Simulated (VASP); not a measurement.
Write the native input for VASP 6.6.1 that does the following.

- Task: single point
- Functional: LDA
- Potentials or basis: VASP PAW LDA potentials, release 64 (La)
- Cutoff: 520 eV
- k mesh: 11 × 11 × 6
- Occupations: fermi-dirac, width 0.05 eV
- Spin: no spin polarisation
- Dipole correction: no
- Further INCAR settings: ALGO = Normal; EDIFF = 1e-06; NBANDS = 18

The structure of La lies in POSCAR:

```
La
1.0
    3.7500020507      0.0000000000      0.0000000000
   -1.8750010253      3.2475970401      0.0000000000
    0.0000000000      0.0000000000      6.0093000000
La
2
Direct
    0.3333333333      0.6666666667      0.2500000000
    0.6666666667      0.3333333333      0.7500000000
```

This cell differs from its parent crystal: zz strain of -1 %.

These files were run (other wordings do the same):

INCAR

```
SYSTEM = La
PREC = Accurate
ENCUT = 520
EDIFF = 1E-6
ISMEAR = -1
SIGMA = 0.05
LREAL = .False.
LASPH = .True.
NELM = 100
ALGO = Normal
ISIF = 2
LWAVE = .False.
LCHARG = .False.
NBANDS = 18
```

KPOINTS

```
Automatic mesh
0
Gamma
  11 11 6
  0 0 0
```

Potentials or basis: VASP PAW LDA potentials, release 64 (La).

Command:

```bash
$ cat potpaw_LDA.64/La/POTCAR > POTCAR
$ mpirun -np 1 vasp_std > vasp.out
```

It gave:

```json
{"Pressure": "-2.9 GPa", "Band gap on the k mesh": "zero (bands 11 and 12 overlap by 1.39 eV)"}
```

Caveat: the cell differs from its parent crystal (zz strain of -1 %); spin-orbit coupling is left out, which moves the levels of the heavy elements.

Run time: 2.1 min on 1 thread of Intel Xeon 8259CL, with other jobs on the host, peak memory 0.22 GiB.
